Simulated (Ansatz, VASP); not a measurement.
One calculation of Cu, two programs

```
Cu
1.0
     2.37122    0.00000    0.00000
    -1.18561    2.05354    0.00000
     0.00000    0.00000    9.29961
Cu
4
Direct
  0.00000 0.00000 0.00000
  0.33333 0.66667 0.25000
  0.00000 0.00000 0.50000
  0.66667 0.33333 0.75000
```

Alike in both runs: task single point; functional PBEsol; k mesh 24 × 24 × 8; occupations gaussian, width 0.15 eV; no spin polarisation.

|  | VASP | Ansatz |
| --- | --- | --- |
| version | VASP 6.6.1 | Ansatz 0.2.0 |
| potentials or method | VASP PAW PBE potentials, release 64 (Cu), cutoff 520 eV | scalar-relativistic, plane waves, PAW |
| valence electrons in the cell | 44 | 76 |

|  | VASP | Ansatz | Ansatz less VASP |
| --- | --- | --- | --- |
| gap on the k mesh at the Fermi level (eV) | none | none | - |
| pressure (GPa) | 7.5 | 7.0 | -0.47 |
| traceless stress, the component that is largest in VASP (GPa) | -25.35 | -25.27 | +0.082 |

VASP's potentials were made for PBE, not for PBEsol. A gap of «none» marks a metal or a gap that the smearing closes. VASP's potentials hold 44 valence electrons a cell and Ansatz's 76, so a difference there can come from the potentials and not from the codes.
